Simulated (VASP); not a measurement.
Input of a VASP 6.6.1 run:

File INCAR:

```
PREC     = Accurate       # precision mode
ENCUT    = 520            # plane-wave cutoff, eV
EDIFF    = 1E-6           # SCF threshold, eV
ISMEAR   = 0              # smearing method
SIGMA    = 0.1            # smearing width, eV
LREAL    = F              # projectors in reciprocal space
LASPH    = T              # aspherical terms in the spheres
NELM     = 150            # most SCF steps
ALGO     = Normal         # electronic algorithm
ISIF     = 2              # what is computed and relaxed
LWAVE    = F              # write WAVECAR
LCHARG   = T              # write CHGCAR
ISPIN    = 2              # spin polarisation
MAGMOM   = 0 0.28 0.28 0.28 # initial moments
LORBIT   = 11             # projections on sites
LMAXMIX  = 4              # l up to which the mixer works
GGA      = PS             # functional
LELF     = T              # ELF
LVHAR    = T            
NBANDS   = 28             # bands
```

File KPOINTS:

```
Automatic mesh
0
Gamma
  14 14 14
```

POSCAR

```
AlNi3
1.0
    3.4135195398      0.0000000000      0.0000000000
    0.0000000000      3.4135195398      0.0000000000
    0.0000000000      0.0000000000      3.6464392703
Al Ni
1 3
Direct
    0.0000000000      0.0000000000      0.0000000000
    0.0000000000      0.5000000000      0.5000000000
    0.5000000000      0.0000000000      0.5000000000
    0.5000000000      0.5000000000      0.0000000000
```

Potentials or basis: VASP PAW PBE potentials, release 64 (Al, Ni).

The run is started by

```bash
$ cat potpaw_PBE.64/Al/POTCAR potpaw_PBE.64/Ni/POTCAR > POTCAR
$ mpirun -np 1 vasp_std > vasp.out
```

Question: Predict the site moments.

Answer: Al -0.01; Ni +0.19, +0.18 (each value once) μB.

Question: Estimate the net moment.

Answer: 0.53 μB per cell.

Stress tensor (GPa, compression positive):
```
8.42 0.00 0.00
0.00 8.42 0.00
0.00 0.00 0.21
```

Caveat: the cell differs from its parent crystal (biaxial strain in the a-b plane: -3.0 %, then relaxed in part); the cell stands under pressure; the PAW data sets were made with another functional, which shifts forces and pressure a little.
